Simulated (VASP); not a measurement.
Wanted: the native input for a VASP 6.6.1 run.

- Task: single point
- Functional: LDA
- Potentials or basis: VASP PAW LDA potentials, release 64 (Sb, Pd)
- Cutoff: 520 eV
- k mesh: 7 × 7 × 7
- Occupations: methfessel-paxton, width 0.15 eV
- Spin: no spin polarisation
- Dipole correction: no
- Further INCAR settings: ALGO = Normal; EDIFF = 1e-06; NBANDS = 26

The structure of SbPd3 lies in POSCAR:

```
SbPd3
1.0
    4.0265120000      0.0000000000      0.0000000000
    0.0000000000      4.0265120000      0.0000000000
    0.0000000000      0.0000000000      4.0265120000
Sb Pd
1 3
Direct
    0.0000000000      0.0000000000      0.0000000000
    0.0000000000      0.5000000000      0.5000000000
    0.5000000000      0.0000000000      0.5000000000
    0.5000000000      0.5000000000      0.0000000000
```

One way to write it, as run:

INCAR

```
SYSTEM = SbPd3
  PREC = Accurate
  ENCUT = 520
  EDIFF = 1E-6
  ISMEAR = 1
  SIGMA = 0.15
  LREAL = .False.
  LASPH = .True.
  NELM = 80
  ALGO = Normal
  ISIF = 2
  LWAVE = .False.
  LCHARG = .False.
  GGA = CA
  NBANDS = 26
```

KPOINTS

```
Automatic mesh
0
Gamma
  7 7 7
  0 0 0
```

Potentials or basis: VASP PAW LDA potentials, release 64 (Sb, Pd).

Run with:

```console
$ cat potpaw_LDA.64/Sb/POTCAR potpaw_LDA.64/Pd/POTCAR > POTCAR
$ mpirun -np 1 vasp_std > vasp.out
```

It gave:

| Quantity | Value |
| --- | --- |
| Pressure | -8.7 GPa |

Wall time 15 s on 1 thread of Intel(R) Xeon(R) Platinum 8559C (Emerald Rapids), on a shared host, peak memory 0.16 GiB.
